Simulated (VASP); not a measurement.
# C: electric field gradients with r2SCAN

The system is C.

```xyz
4
Lattice="2.4700 0.0000 0.0000 -1.2350 2.1391 0.0000 0.0000 0.0000 6.7900" Properties=species:S:1:pos:R:3 pbc="T T T"
C     0.0000    0.0000    0.0170
C     0.0000    0.0000    3.4120
C     0.0000    1.4261    0.0170
C     1.2350    0.7130    3.4120
```

```
Program                : VASP 6.6.1
Task                   : electric field gradients
Functional             : r2SCAN
Potentials or basis    : VASP PAW PBE potentials, release 64 (C)
Cutoff                 : 520 eV
k mesh                 : 15 × 15 × 5
Occupations            : fermi-dirac, width 0.05 eV
Spin                   : no spin polarisation
Dipole correction      : no
Further INCAR settings : ALGO = Normal; EDIFF = 1e-08; NBANDS = 16
```

- Pressure: -3.8 GPa
- Band gap on the k mesh: zero (band 8 reaches 4.49 eV, above the bottom of band 9 at 4.46 eV)

Stress tensor (GPa, compression positive):
```
-6.17  0.00  0.00
 0.00 -6.17  0.00
 0.00  0.00  0.97
```

Levels at points of the mesh, in eV from the Fermi level:
```tsv
k point	band 4	band 5	band 6	band 7	band 8	band 9	band 10	band 11	band 12	band 13
(0.00, 0.00, 0.00)	-6.96	-3.20	-3.20	-3.18	-3.18	4.41	8.62	8.62	8.67	8.67
```

Electric field gradients, principal values (V/Å²):
| atom | least | middle | greatest (by size) |
| --- | --- | --- | --- |
| 1 C | -16.136 | -16.138 | 32.274 |
| 2 C | -16.136 | -16.138 | 32.274 |
| 3 C | -15.174 | -15.175 | 30.348 |
| 4 C | -15.174 | -15.175 | 30.348 |

Wall time 4.5 min on 1 thread of AMD EPYC 7R43 64-Core Processor (Zen 3), with other jobs on the host, peak memory 0.12 GiB.

Caveat: without QUAD_EFG the Cq values of the log hold for a quadrupole moment of 1 mb, not for the nuclei; the PAW data sets were made with another functional, which shifts forces and pressure a little.
